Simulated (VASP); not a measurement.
InB3:

```xyz
8
Lattice="5.0314 0.0000 0.0000 -2.5157 4.3573 0.0000 0.0000 0.0000 4.0385" Properties=species:S:1:pos:R:3 pbc="T T T"
In    0.0000    2.9049    1.0096
In    2.5157    1.4524    3.0289
B     2.5157    2.9020    1.0096
B    -1.2553    3.6297    3.0289
B     1.2604    0.7277    1.0096
B     0.0000    1.4554    3.0289
B     3.7711    0.7277    1.0096
B     1.2553    3.6297    3.0289
```

* Program: VASP 6.6.1
* Task: relaxation of cell and atoms
* Functional: PBE
* Potentials or basis: VASP PAW PBE potentials, release 64 (In_d, B)
* Cutoff: 600 eV
* k mesh: 6 × 6 × 4
* Occupations: gaussian, width 0.1 eV
* Spin: no spin polarisation

At the start: pressure 6.4 GPa; volume 11.07 Å³/atom.

Task: Where does the relaxation end?

Result: Over 42 steps the energy falls by 1115.1 meV/atom and the volume is 12.17 Å³/atom (+10.0 %); space group P6_3/mmc (No. 194, to 0.1 Å) before and after.

Step by step:
```csv
step,energy change (eV),largest force (eV/Å),pressure (GPa),volume (Å³)
1,0.0000,1.2453,6.36,88.54
3,-1.2686,2.2831,-15.72,107.32
5,-1.6693,2.4653,-19.73,118.05
7,-2.1447,2.4354,-20.38,120.94
9,-3.1368,0.6201,-11.92,134.51
11,-3.4061,0.6336,-13.48,129.76
13,-5.7702,0.0565,-9.05,100.49
15,-6.1081,0.0983,-3.12,93.11
17,-6.1647,0.0019,0.74,89.38
19,-6.3204,1.0155,-0.17,87.39
21,-7.1167,0.7502,26.78,75.09
23,-7.2747,0.9516,15.29,77.97
25,-7.7695,0.3817,19.71,78.73
27,-7.9541,0.0056,20.23,78.88
29,-7.9665,0.0432,20.83,78.93
31,-8.4209,0.5899,6.96,86.48
33,-8.7518,0.6186,1.88,90.53
35,-8.7659,0.5404,-0.61,92.21
37,-8.8124,0.4503,0.45,91.99
39,-8.8561,0.4396,4.10,95.81
41,-8.9189,0.0380,0.61,96.32
42,-8.9204,0.0154,-0.22,97.35
```

Final structure:
```yaml
crystal:
  lattice:
    - [6.26687, 0.00000, 0.00000]
    - [-3.13344, 5.42727, 0.00000]
    - [0.00000, 0.00000, 2.86234]
  atoms:
    - { symbol: In, position: [0.33333, 0.66667, 0.25000] }
    - { symbol: In, position: [0.66667, 0.33333, 0.75000] }
    - { symbol: B, position: [0.89141, 0.78282, 0.25000] }
    - { symbol: B, position: [0.10859, 0.89141, 0.75000] }
    - { symbol: B, position: [0.21718, 0.10859, 0.25000] }
    - { symbol: B, position: [0.10859, 0.21718, 0.75000] }
    - { symbol: B, position: [0.89141, 0.10859, 0.25000] }
    - { symbol: B, position: [0.78282, 0.89141, 0.75000] }
```

Caveat: the k points lie up to 0.55 Å⁻¹ apart in the final cell, too coarse for converged energies and pressures of a metal; a cell axis changed by over 15 % at a fixed basis, so the end point is rough.
